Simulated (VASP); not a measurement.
# GaSb (F-43m) in VASP: a series of runs

Runs on GaSb. Level: PBE. Tasks: vibrations by perturbation theory.

Program: VASP 6.6.1. These are calculated values, not measurements. Logs are shortened: lines on timing, memory, paths and dates and some standing lists are left out, and cuts for length are marked.

**1. The cell of the first run**

Symmetry: F-43m, No. 216, cubic system. The conventional cell has a = 6.174 Å, b = 6.174 Å, c = 6.174 Å, α = 90.00°, β = 90.00°, γ = 90.00°. Within 3.5 Å of Ga (site symmetry -43m) lie 4 Sb at 2.67 Å. Sb (site symmetry -43m) has 4 Ga at 2.67 Å within 3.5 Å.

**2. Vibrations by perturbation theory, PBE (29.42 Å³/atom)**

File INCAR:

```
  PREC = Accurate
  ENCUT = 520
  EDIFF = 1E-8
  ISMEAR = -1
  SIGMA = 0.15
  LREAL = False
  LASPH = True
  NELM = 60
  ALGO = Normal
  ISIF = 2
  LWAVE = False
  LCHARG = True
  GGA = PE
  NBANDS = 16
  IBRION = 8
  NSW = 1
```

File KPOINTS:

```
Automatic mesh
0
Gamma
  12 12 12
```

File POSCAR:

```
GaSb
1.0
    0.0000000000      3.0869476562      3.0869476562
    3.0869476562      0.0000000000      3.0869476562
    3.0869476562      3.0869476562      0.0000000000
Ga Sb
1 1
Direct
    0.0000000000      0.0000000000      0.0000000000
    0.7500000000      0.7500000000      0.7500000000
```

Potentials or basis: VASP PAW PBE potentials, release 64 (Ga_d, Sb).

Started as:

```sh
cat potpaw_PBE.64/Ga_d/POTCAR potpaw_PBE.64/Sb/POTCAR > POTCAR
mpirun -np 1 vasp_std > vasp.out
```

OUTCAR:

```text
PREC = Accurate
   ENCUT = 520
   EDIFF = 1E-8
   ISMEAR = -1
   LREAL = False
   LASPH = True
   NELM = 60
   ISIF = 2
   GGA = PE
   IBRION = 8
   NSW = 1

 ion  position               nearest neighbor table
   1  0.000  0.000  0.000-   2 2.67   2 2.67   2 2.67   2 2.67
   2  0.750  0.750  0.750-   1 2.67   1 2.67   1 2.67   1 2.67

  LATTYP: Found a face centered cubic cell.
 ALAT       =     6.1738953124

  Lattice vectors:

 A1 = (   0.0000000000,   3.0869476562,   3.0869476562)
 A2 = (   3.0869476562,   0.0000000000,   3.0869476562)
 A3 = (   3.0869476562,   3.0869476562,   0.0000000000)

Analysis of symmetry for initial positions (statically):
=====================================================================
 Subroutine PRICEL returns:
 Original cell was already a primitive cell.

 Routine SETGRP: Setting up the symmetry group for a
 face centered cubic supercell.

 Subroutine GETGRP returns: Found 24 space group operations
 (whereof 24 operations were pure point group operations)
 out of a pool of 48 trial point group operations.

The static configuration has the point symmetry T_d .

Analysis of symmetry for dynamics (positions and initial velocities):
=====================================================================
 Subroutine PRICEL returns:
 Original cell was already a primitive cell.

 Routine SETGRP: Setting up the symmetry group for a
 face centered cubic supercell.

 Subroutine GETGRP returns: Found 24 space group operations
 (whereof 24 operations were pure point group operations)
 out of a pool of 48 trial point group operations.

The dynamic configuration has the point symmetry T_d .

 Subroutine INISYM returns: Found 24 space group operations
 (whereof 24 operations are pure point group operations),
 and found     1 'primitive' translations

----------------------------------------------------------------------------------------

                                     Primitive cell

  volume of cell :      58.8326

  direct lattice vectors                    reciprocal lattice vectors
     0.000000000  3.086947656  3.086947656    -0.161972296  0.161972296  0.161972296
     3.086947656  0.000000000  3.086947656     0.161972296 -0.161972296  0.161972296
[... 611 lines left out ...]
  energy-cutoff  :      520.00
  volume of cell :       58.83
      direct lattice vectors                 reciprocal lattice vectors
     0.000000000  3.086947656  3.086947656    -0.161972296  0.161972296  0.161972296
     3.086947656  0.000000000  3.086947656     0.161972296 -0.161972296  0.161972296
     3.086947656  3.086947656  0.000000000     0.161972296  0.161972296 -0.161972296

 POSITION                                       TOTAL-FORCE (eV/Angst)
 -----------------------------------------------------------------------------------
      0.00000      0.00000      0.00000         0.000000      0.000000     -0.000000
      4.63042      4.63042      4.63042        -0.000000     -0.000000      0.000000
 -----------------------------------------------------------------------------------
    total drift:                               -0.000002     -0.000002     -0.000002

  FREE ENERGIE OF THE ION-ELECTRON SYSTEM (eV)
  ---------------------------------------------------
  free  energy   TOTEN  =        -7.3714723430 eV

  energy  without entropy=       -7.3646625216  energy(sigma->0) =       -7.36806743

[... ionic steps 2 to 3 ...]

--------------------------------------- Ionic step        4  -------------------------------------------

------------------------ aborting loop because EDIFF is reached ----------------------------------------

[... ionic steps 5 to 6 ...]

--------------------------------------- Ionic step        7  -------------------------------------------

 Free energy of the ion-electron system (eV)
  ---------------------------------------------------
  ---------------------------------------------------
  free energy    TOTEN  =        -0.02568412 eV

  energy without entropy =       -0.02568412

------------------------ aborting loop because EDIFF is reached ----------------------------------------

 INTERNAL STRAIN TENSOR  FOR ION    2  DIRECTION 1   (eV/Angst):
 -----------------------------------------------------------------------------
    -0.00279  0.00000  0.00000
     0.00000  0.00315  6.50846
     0.00000  6.50846  0.00315

 INTERNAL STRAIN TENSOR FOR ION    2 for displacements in x,y,z  (eV/Angst):
          X           Y           Z          XY          YZ          ZX
  --------------------------------------------------------------------------------
  x     0.00000     0.00000     0.00000     0.00000     6.50846     0.00000
  y     0.00000     0.00000     0.00000     0.00000     0.00000     6.50846
  z     0.00000     0.00000     0.00000     6.50846     0.00000     0.00000

 SECOND DERIVATIVES (NOT SYMMETRIZED)
 ------------------------------------
               1X          1Y          1Z          2X          2Y          2Z
  1X    -7.519050    0.000000    0.000000    7.519050    0.000000    0.000000
  1Y     0.000000   -7.519050    0.000000    0.000000    7.519050    0.000000
  1Z     0.000000    0.000000   -7.519050    0.000000    0.000000    7.519050
  2X     7.489186    0.000000    0.000000   -7.489186    0.000000    0.000000
  2Y     0.000000    7.489186    0.000000    0.000000   -7.489186    0.000000
  2Z     0.000000    0.000000    7.489186    0.000000    0.000000   -7.489186

 Eigenvectors and eigenvalues of the dynamical matrix
 ----------------------------------------------------

   1 f  =    6.433531 THz    40.423066 2PiTHz  214.599488 cm-1    26.606933 meV
             X         Y         Z           dx          dy          dz
      0.000000  0.000000  0.000000    -0.797985    0.000000    0.000000
      4.630421  4.630421  4.630421     0.602677    0.000000    0.000000
[... 21 lines left out ...]
   6 f/i=    0.006157 THz     0.038683 2PiTHz    0.205363 cm-1     0.025462 meV
             X         Y         Z           dx          dy          dz
      0.000000  0.000000  0.000000     0.000000    0.000000   -0.602677
      4.630421  4.630421  4.630421     0.000000    0.000000   -0.797985

--------------------------------------------------------------------------------------------------------

 ELASTIC MODULI CONTR FROM IONIC RELAXATION (kBar)
 Direction    XX          YY          ZZ          XY          YZ          ZX
 --------------------------------------------------------------------------------
 XX          -0.0000      0.0000      0.0000     -0.0000      0.0000     -0.0000
 YY           0.0000     -0.0000     -0.0000     -0.0000     -0.0000     -0.0000
 ZZ           0.0000     -0.0000     -0.0000      0.0000     -0.0000     -0.0000
 XY          -0.0000     -0.0000      0.0000   -156.5578     -0.0000      0.0000
 YZ           0.0000     -0.0000     -0.0000     -0.0000   -156.5578      0.0000
 ZX          -0.0000     -0.0000     -0.0000      0.0000      0.0000   -156.5578
 --------------------------------------------------------------------------------
```

OSZICAR:

```text
N       E                     dE             d eps       ncg     rms          rms(c)
DAV:   1     0.833573874053E+02    0.83357E+02   -0.85361E+03  2304   0.136E+03
DAV:   2    -0.883641098816E+00   -0.84241E+02   -0.81268E+02  2728   0.302E+02
[... 48 lines left out ...]
RMM:   6    -0.256857799816E-01    0.54370E-05   -0.98379E-07 17883   0.509E-03    0.800E-04
RMM:   7    -0.256848126566E-01    0.96733E-06   -0.96834E-08 18847   0.162E-03    0.176E-04
RMM:   8    -0.256840858021E-01    0.72685E-06   -0.40641E-08 18096   0.512E-04    0.530E-05
RMM:   9    -0.256840595167E-01    0.26285E-07   -0.10536E-08 18316   0.194E-04    0.180E-05
RMM:  10    -0.256841138823E-01   -0.54366E-07   -0.61774E-09 17948   0.800E-05    0.290E-06
RMM:  11    -0.256841224571E-01   -0.85748E-08   -0.19607E-09 19005   0.292E-05    0.252E-06
 Linear response finished
```

stdout:

```text
POSCAR found type information on POSCAR GaSb
 POSCAR found :  2 types and       2 ions
 scaLAPACK will be used
 LDA part: xc-table for (Slater+PW92), standard interpolation
 POSCAR, INCAR and KPOINTS ok, starting setup
 FFT: planning ... GRIDC
 FFT: planning ... GRID_SOFT
 FFT: planning ... GRID
 WAVECAR not read
 entering main loop
 Linear response reoptimize wavefunctions to high precision
 Linear response DOF=           2
 Linear response progress:
 first order change of Fermi-energy   0.23020E-04
 force on displaced ion       1 direction 1 :  -7.519   0.000   0.000
 Linear response progress:
 first order change of Fermi-energy   0.15645E-03
 force on displaced ion       2 direction 1 :  -7.489  -0.000  -0.000
 Linear response finished
```

It took 9.5 min on 1 thread of AMD EPYC 9R14 (Zen 4), shared host; peak memory 0.62 GiB.

Results:

```
Highest phonon frequency at Γ, LO-TO splitting left out : 215 cm⁻¹
```

Phonon frequencies in cm⁻¹ (negative: imaginary):
| q point | frequencies |
| --- | --- |
| (0.000, 0.000, 0.000) | 0 0 0 215 215 215 |

Caveat: the cell stands under pressure or tension, which shifts response properties; spin-orbit coupling is left out, which moves the levels of the heavy elements.

(Part 1 of 2 ends here.)
